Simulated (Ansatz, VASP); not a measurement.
**One calculation of Si, two programs**

File INCAR:

```
SYSTEM = Si
ALGO = Normal ; EDIFF = 1E-6
ENCUT = 500 ; GGA = PS
GGA_COMPAT = .False. ; ISIF = 2
ISMEAR = 0 ; LASPH = .True.
LCHARG = .True. ; LELF = .True.
LREAL = .False. ; LVHAR = .True.
LWAVE = .False. ; NBANDS = 16
NELM = 120 ; PREC = Accurate
SIGMA = 0.02
```

File KPOINTS:

```
k-points
0
Gamma
  6 6 2
  0 0 0
```

File POSCAR:

```
Si
1.0
    3.8247202564      0.0000000000      0.0000000000
   -1.9123601282      3.3123049044      0.0000000000
    0.0000000000      0.0000000000      6.3240164481
Si
4
Direct
    0.3333333333      0.6666666667      0.0629989948
    0.6666666667      0.3333333333      0.5629989948
    0.3333333333      0.6666666667      0.4370010052
    0.6666666667      0.3333333333      0.9370010052
```

Input for Ansatz:

```yaml
crystal:
  lattice:
    - [3.8247202564, 0.0, 0.0]
    - [-1.9123601282, 3.3123049044, 0.0]
    - [0.0, 0.0, 6.3240164481]
  atoms:
    - { symbol: Si, position: [0.3333333333, 0.6666666667, 0.0629989948] }
    - { symbol: Si, position: [0.6666666667, 0.3333333333, 0.5629989948] }
    - { symbol: Si, position: [0.3333333333, 0.6666666667, 0.4370010052] }
    - { symbol: Si, position: [0.6666666667, 0.3333333333, 0.9370010052] }
basis:
  ecutwfc: 420
kpoints:
  mp_grid: { grid: [6, 6, 2] }
hamiltonian:
  xc: pbesol
  pseudopotentials: { kind: paw, azcp: { folder: soft_1 } }
scf:
  occupations: { method: gaussian, width: 0.02 }
output:
  forces: true
  stress: true
  eigenvalues: true
```

Alike in both runs: task single point; functional PBEsol; k mesh 6 × 6 × 2; occupations gaussian, width 0.02 eV; no spin polarisation.

|  | VASP | Ansatz |
| --- | --- | --- |
| version | VASP 6.6.1 | Ansatz 0.2.0 |
| potentials or method | VASP PAW PBE potentials, release 64 (Si), cutoff 500 eV | scalar-relativistic, plane waves, PAW |
| valence electrons in the cell | 16 | 16 |

|  | VASP | Ansatz | Ansatz less VASP |
| --- | --- | --- | --- |
| gap on the k mesh at the Fermi level (eV) | 0.28 | 0.29 | +0.007 |
| least direct gap on the mesh (eV) | 0.96 | 0.96 | 0.000 |
| pressure (GPa) | 0.2 | 0.1 | -0.12 |
| traceless stress, the component that is largest in VASP (GPa) | -0.16 | -0.16 | +0.006 |
| rms of the force components (eV/Å) | 0.024 | 0.024 | +0.0003 |

VASP's potentials were made for PBE, not for PBEsol, and Ansatz warns of the same on its side. Atom by atom the forces differ by 0.000 eV/Å (rms over components). With one functional, cell and mesh, what is left measures potentials, basis and numerics.

The k mesh is coarse, so the values compare programs but aren't converged.
